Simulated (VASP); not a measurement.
Runs of VASP 6.6.1 on Ge. The structure is that of space group Fd-3m (No. 227), or close to it. The cells are those of the table. 

```tsv
cell	pressure (GPa)	largest force (eV/Å)
a = 4.001, b = 4.001, c = 4.035 Å, angles 59.7, 59.7, 59.4°, 2 atoms	3.7	(b)
a = 4.001, b = 4.001, c = 4.025 Å, angles 59.8, 59.8, 59.6°, 2 atoms	3.6	(a)
a = 4.000, b = 4.000, c = 4.005 Å, angles 60.0°, 2 atoms	3.6	0.02
a = 4.000, b = 4.000, c = 4.015 Å, angles 59.9, 59.9, 59.8°, 2 atoms	3.6	0.07
```

Alike in all rows: task single point; level PBE; potentials or basis VASP PAW PBE potentials, release 64 (Ge_d); no spin polarisation; k mesh 14 × 14 × 14; cutoff (eV) 520; smearing gaussian 0.15 eV.

Q: Fill in the values left out.

A: (a) 0.12; (b) 0.16.
